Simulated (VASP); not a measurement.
The system is SiC2.

```
C Si
1.0
     2.92327    0.00000    0.00000
    -1.46164    2.53163    0.00000
     0.00000    0.00000    7.41362
C Si
4 2
Direct
  0.66667 0.33333 0.53674
  0.33333 0.66667 0.25556
  0.33333 0.66667 0.46326
  0.66667 0.33333 0.74444
  0.00000 0.00000 0.83891
  0.00000 0.00000 0.16109
```

Program: VASP 6.6.1. Alike in all runs: task single point; potentials or basis VASP PAW PBE potentials, release 64 (C, Si); no spin polarisation; cell as given; cutoff (eV) 520.

Question: Order these runs on this cell by their band gap on the k mesh, lowest first.
A. level r2SCAN; k mesh 12 × 12 × 4; smearing gaussian 0.01 eV
B. level HSE06; k mesh 6 × 6 × 2; smearing gaussian 0.01 eV; grid for exact exchange (PRECFOCK) Fast; share of exact exchange 0.25; screening parameter 0.2079 1/Å
C. level PBE; k mesh 12 × 12 × 4; smearing fermi-dirac 0.02 eV
D. level PBE0; k mesh 6 × 6 × 2; smearing gaussian 0.01 eV; grid for exact exchange (PRECFOCK) Fast; share of exact exchange 0.25

Answer: C (0.31 eV), A (0.50 eV), B (1.07 eV), D (1.81 eV).

Caveats: some runs use coarse meshes.

A k mesh can miss the band edges.
